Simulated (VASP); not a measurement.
MnO2:

```xyz
3
Lattice="2.8768 0.0000 0.0000 -1.4384 2.4914 0.0000 0.0000 0.0000 5.4465" Properties=species:S:1:pos:R:3 pbc="T T T"
Mn    0.0000    0.0000    0.0000
O     0.0000    1.6609    0.9551
O     1.4384    0.8305    4.4913
```

Base run:

```yaml
Program: VASP 6.6.1
Functional: PBE
Potentials_or_basis: VASP PAW PBE potentials, release 64 (Mn_pv, O)
Cutoff: 520 eV
k_mesh: 14 × 14 × 6
Occupations: tetrahedron
Spin: collinear spin, ferromagnetic start
Starting_moments: "[3.0, 0.0, 0.0] μB"
```

Its results: band gap on the k mesh 0.99 eV, indirect (least direct gap 1.05 eV); pressure 0.8 GPa; net moment 3.00 μB per cell; site moments Mn +2.85; O +0.04 μB; largest force 0.086 eV/Å.

Problem. After a change of settings the same cell gave: band gap on the k mesh 1.11 eV, indirect (least direct gap 1.17 eV); pressure 4.7 GPa; net moment 3.00 μB per cell; site moments Mn +2.87; O +0.03 μB; largest force 0.388 eV/Å. Which change was it?
A. occupations from tetrahedron to gaussian, width 0.05 eV; moments at the start from [3.0, 0.0, 0.0] to [2.77, 0.0, 0.0]
B. functional from PBE to RPBE
C. occupations from tetrahedron to gaussian, width 0.05 eV; moments at the start from [3.0, 0.0, 0.0] to [0.5, 0.0, 0.0]
D. occupations from tetrahedron to gaussian, width 0.05 eV

Solution. B.

RPBE binds less tightly than PBE, so the same cell stands under more pressure.

Caveats: a cell with one magnetic atom can't hold antiferromagnetic order, which such compounds often take; the PAW data sets were made with another functional, which shifts forces and pressure a little (some runs).
